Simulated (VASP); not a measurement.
Crystal: Te2As.

```xyz
3
Lattice="2.0250 1.1691 6.2333 -2.0250 1.1691 6.2333 0.0000 -2.3383 6.2333" Properties=species:S:1:pos:R:3 pbc="T T T"
Te    0.0000    0.0000    4.7367
Te    0.0000    0.0000   13.9633
As    0.0000    0.0000    0.0000
```

| Item | Value |
| --- | --- |
| Program | VASP 6.6.1 |
| Task | relaxation of cell and atoms |
| Functional | PBE |
| Potentials or basis | VASP PAW PBE potentials, release 64 (Te, As) |
| Cutoff | 600 eV |
| k mesh | 6 × 6 × 6 |
| Occupations | gaussian, width 0.2 eV |
| Spin | no spin polarisation |

At the start: pressure 4.6 GPa; volume 29.51 Å³/atom.

**Question.** Where does the relaxation end?

**Answer.** Over 7 steps the energy falls by 131.5 meV/atom and the volume is 29.19 Å³/atom (-1.1 %); space group R-3m (No. 166, to 0.05 Å).

The path:
| step | energy change (eV) | largest force (eV/Å) | pressure (GPa) | volume (Å³) |
| --- | --- | --- | --- | --- |
| 1 | 0.0000 | 1.5013 | 4.58 | 88.54 |
| 2 | -0.1710 | 0.1727 | -2.79 | 99.79 |
| 3 | -0.1929 | 0.4660 | -1.30 | 96.72 |
| 4 | -0.2642 | 0.3461 | -1.28 | 94.88 |
| 5 | -0.3882 | 0.1915 | -0.94 | 89.25 |
| 6 | -0.3866 | 0.0998 | 1.38 | 85.76 |
| 7 | -0.3945 | 0.0588 | 0.11 | 87.57 |

Final structure:
```yaml
crystal:
  lattice:
    - [1.93325, 1.11617, 6.76400]
    - [-1.93325, 1.11617, 6.76400]
    - [0.00000, -2.23233, 6.76400]
  atoms:
    - { symbol: Te, position: [0.24427, 0.24427, 0.24427] }
    - { symbol: Te, position: [0.75573, 0.75573, 0.75573] }
    - { symbol: As, position: [0.00000, 0.00000, 0.00000] }
```

Caveat: the relaxation stopped at a loose force limit of 0.08 eV/Å, so its end isn't a converged minimum.
